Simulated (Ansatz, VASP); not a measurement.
# One calculation of MgB2, two programs

```
CELL_PARAMETERS angstrom
3.06870 0.00000 0.00000
-1.53435 2.65757 0.00000
0.00000 0.00000 3.51299
ATOMIC_POSITIONS crystal
Mg 0.00000 0.00000 0.00000
B 0.33333 0.66667 0.50000
B 0.66667 0.33333 0.50000
```

Alike in both runs: functional r2SCAN; k mesh 15 × 15 × 12; occupations fermi-dirac, width 0.15 eV; no spin polarisation.

Ansatz relaxed the structure, and its values are those at the end. VASP's run is a single point on that final structure, the one shown.

|  | VASP | Ansatz |
| --- | --- | --- |
| version | VASP 6.6.1 | Ansatz 0.2.0 |
| potentials or method | VASP PAW PBE potentials, release 64 (Mg, B), cutoff 520 eV | scalar-relativistic, plane waves, PAW |
| valence electrons in the cell | 8 | 16 |

Ansatz gave:

| Quantity | Value |
| --- | --- |
| gap on the k mesh at the Fermi level (eV) | none |
| pressure (GPa) | 0.0 |

Q: Estimate VASP's values.

A: gap on the k mesh at the Fermi level (eV): none; pressure (GPa): -0.4.

VASP's potentials were made for PBE, not for r2SCAN. A gap of «none» marks a metal or a gap that the smearing closes. With one functional, cell and mesh, what is left measures potentials, basis and numerics. VASP's potentials hold 8 valence electrons a cell and Ansatz's 16, so a difference there can come from the potentials and not from the codes.
